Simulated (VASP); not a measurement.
Runs of VASP 6.6.1 on BN. The structure is that of space group P6_3/mmc (No. 194), or close to it. The cells are those of the table. 

| cell | gap on the mesh (eV) | pressure (GPa) | largest force (eV/Å) |
| --- | --- | --- | --- |
| a = 2.600, b = 2.608, c = 6.860 Å, angles 90.4, 91.0, 120.6°, 4 atoms | (b) | -17.6 | 2.44 |
| a = 2.567, b = 2.567, c = 7.228 Å, angles 90.0, 90.0, 120.0°, 4 atoms | (c) | (d) | - |
| a = 2.398, b = 2.398, c = 6.780 Å, angles 90.0, 90.0, 120.0°, 4 atoms | 4.51 | 40.2 | - |
| a = 2.571, b = 2.571, c = 6.440 Å, angles 90.0, 90.0, 120.0°, 4 atoms | 4.06 | -13.9 | - |
| a = 2.471, b = 2.471, c = 6.475 Å, angles 90.0, 90.0, 120.0°, 4 atoms | 4.29 | 14.2 | - |
| a = 2.533, b = 2.533, c = 6.140 Å, angles 90.0, 90.0, 120.0°, 4 atoms | 4.06 | (a) | - |
| a = 2.515, b = 2.515, c = 6.492 Å, angles 90.0, 90.0, 120.0°, 4 atoms | 4.17 | 0.2 | 0.83 |

Alike in all rows: task single point; level PBE; potentials or basis VASP PAW PBE potentials, release 64 (B, N); no spin polarisation; k mesh 12 × 12 × 4; cutoff (eV) 520; smearing gaussian 0.02 eV.

**Question.** Fill in the values left out.

**Answer.** (a) -3.8; (b) 3.94; (c) 4.27; (d) -12.4.

Caveats: this functional lacks dispersion, which binds the layers, so the pressure and a relaxed spacing across them are unreliable (some runs); forces of over 1 eV/Å act on the atoms, so gaps and moduli don't describe the material at rest (some runs).

A k mesh can miss the band edges.
